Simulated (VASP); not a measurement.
Wanted: the native input for a VASP 6.6.1 run.

```
Task                   : single point
Functional             : PBE
Dispersion             : D3(BJ)
Potentials or basis    : VASP PAW PBE potentials, release 64 (In_d, Sb)
Cutoff                 : 500 eV
k mesh                 : 4 × 4 × 1
Occupations            : gaussian, width 0.1 eV
Spin                   : no spin polarisation
Dipole correction      : no
Further INCAR settings : ALGO = Normal; EDIFF = 1e-06; NBANDS = 66
```

The structure of InSb lies in POSCAR:

```
InSb
1.0
    3.0391440000     -3.1785980000      0.0000000000
    3.0391440000      3.1785980000      0.0000000000
    0.0000000000      0.0000000000     18.0165480000
In Sb
6 6
Direct
    0.0796710000      0.9203290000      0.2500000000
    0.9203290000      0.0796710000      0.7500000000
    0.4138440000      0.5861560000      0.4102310000
    0.5861560000      0.4138440000      0.9102310000
    0.5861560000      0.4138440000      0.5897690000
    0.4138440000      0.5861560000      0.0897690000
    0.5772430000      0.4227570000      0.2500000000
    0.4227570000      0.5772430000      0.7500000000
    0.9187600000      0.0812400000      0.4239260000
    0.0812400000      0.9187600000      0.9239260000
    0.0812400000      0.9187600000      0.5760740000
    0.9187600000      0.0812400000      0.0760740000
```

The input as run:

INCAR

```
SYSTEM = InSb
ALGO = Normal
EDIFF = 1E-6
ENCUT = 500
GGA = PE
GGA_COMPAT = .FALSE.
ISIF = 2
ISMEAR = 0
IVDW = 12
LASPH = .TRUE.
LCHARG = .FALSE.
LREAL = .FALSE.
LWAVE = .FALSE.
NBANDS = 66
NELM = 120
PREC = Accurate
SIGMA = 0.1
```

KPOINTS

```
k-points
0
G
  4 4 1
  0 0 0
```

Potentials or basis: VASP PAW PBE potentials, release 64 (In_d, Sb).

Run with:

```console
$ cat potpaw_PBE.64/In_d/POTCAR potpaw_PBE.64/Sb/POTCAR > POTCAR
$ mpirun -np 1 vasp_std > vasp.out
```

It gave:

The pressure is -2.1 GPa, the largest force is 0.279 eV/Å and the band gap on the k mesh is zero (bands 54 and 55 overlap by 2.53 eV). The dispersion energy per atom is -0.393 eV.

Caveat: spin-orbit coupling is left out, which moves the levels of the heavy elements.

Wall time 4.3 min on 1 thread of Intel(R) Xeon(R) Platinum 8375C CPU @ 2.90GHz (Ice Lake), with other jobs on the host, peak memory 0.44 GiB.
